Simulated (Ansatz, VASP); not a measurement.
**Zr in VASP and in Ansatz**

INCAR

```
SYSTEM = Zr
ALGO = Normal
EDIFF = 1E-6
ENCUT = 520
GGA = PS
ISIF = 2
ISMEAR = -1
LASPH = .True.
LCHARG = .False.
LREAL = .False.
LWAVE = .False.
NBANDS = 12
NELM = 80
PREC = Accurate
SIGMA = 0.08
```

KPOINTS

```
k-points
0
Gamma
  14 14 14
  0 0 0
```

POSCAR

```
Zr
1.0
   -1.8100000000      1.8100000000      1.8462000000
    1.8100000000     -1.8100000000      1.8462000000
    1.8100000000      1.8100000000     -1.8462000000
Zr
1
Direct
    0.0000000000      0.0000000000      0.0000000000
```

Input for Ansatz:

```yaml
crystal:
  lattice:
    - [-1.81, 1.81, 1.8462]
    - [1.81, -1.81, 1.8462]
    - [1.81, 1.81, -1.8462]
  atoms:
    - { symbol: Zr, position: [0.0, 0.0, 0.0] }
kpoints:
  mp_grid: { grid: [14, 14, 14] }
  band_path:
    path:
      - [0.0, 0.0, 0.0]
      - [0.0, 0.0, 0.5]
      - [0.25, 0.25, 0.25]
      - [0.0, 0.5, 0.0]
      - [0.0, 0.0, 0.0]
      - [0.5, 0.5, -0.5]
      - [0.4902921953, 0.5097078047, -0.4902921953]
      - [-0.4902921953, 0.4902921953, 0.4902921953]
      - [0.0, 0.0, 0.0]
    npoints: 5
scf:
  occupations: { method: fermi_dirac, width: 0.08 }
hamiltonian:
  xc: pbesol
  pseudopotentials: { kind: all_electron, lapw: { basis_error: 0.0005 } }
output:
  forces: true
  stress: true
  eigenvalues: true
```

Change from the starting cell: zz strain of +2 %.

Alike in both runs: task single point; functional PBEsol; k mesh 14 × 14 × 14; occupations fermi-dirac, width 0.08 eV; no spin polarisation.

|  | VASP | Ansatz |
| --- | --- | --- |
| version | VASP 6.6.1 | Ansatz 0.2.0 |
| potentials or method | VASP PAW PBE potentials, release 64 (Zr_sv), cutoff 520 eV | all-electron LAPW, scalar-relativistic |

```csv
,VASP,Ansatz,Ansatz less VASP
pressure (GPa),-8.0,-8.0,-0.04
"traceless stress, the component that is largest in VASP (GPa)",0.16,0.16,-0.001
```

VASP's potentials were made for PBE, not for PBEsol. Ansatz ran all-electron here, and VASP with PAW potentials.
